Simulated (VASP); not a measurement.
Crystal: KI.

```
K I
1.0
     0.00000    3.75786    3.75786
     3.75786    0.00000    3.75786
     3.75786    3.75786    0.00000
K I
1 1
Direct
  0.00000 0.00000 0.00000
  0.25000 0.25000 0.25000
```

| Quantity | Value |
| --- | --- |
| Program | VASP 6.6.1 |
| Task | relaxation of cell and atoms |
| Functional | PBE |
| Potentials or basis | VASP PAW PBE potentials, release 64 (K_sv, I) |
| Cutoff | 600 eV |
| k mesh | 6 × 6 × 6 |
| Occupations | fermi-dirac, width 0.02 eV |
| Spin | no spin polarisation |

At the start: pressure 2.1 GPa; volume 53.07 Å³/atom.

Q: How do energy, volume and symmetry change on relaxing?

A: Over 6 steps the energy falls by 58.3 meV/atom and the volume is 63.95 Å³/atom (+20.5 %); space group F-43m (No. 216, to 0.1 Å) before and after.

The path:
| step | energy change (eV) | largest force (eV/Å) | pressure (GPa) | volume (Å³) |
| --- | --- | --- | --- | --- |
| 1 | 0.0000 | 0.0000 | 2.06 | 106.13 |
| 2 | -0.0924 | 0.0000 | 0.78 | 116.98 |
| 3 | -0.1154 | 0.0000 | 0.16 | 125.17 |
| 4 | -0.1166 | 0.0000 | 0.01 | 127.61 |
| 5 | -0.1166 | 0.0000 | -0.02 | 128.07 |
| 6 | -0.1166 | 0.0000 | -0.01 | 127.91 |

Final structure:
```
CELL_PARAMETERS angstrom
0.00000 3.99905 3.99905
3.99905 0.00000 3.99905
3.99905 3.99905 0.00000
ATOMIC_POSITIONS crystal
K 0.00000 0.00000 0.00000
I 0.25000 0.25000 0.25000
```

Caveat: the volume moved by over 15 % at a fixed basis, so the end points are rough.
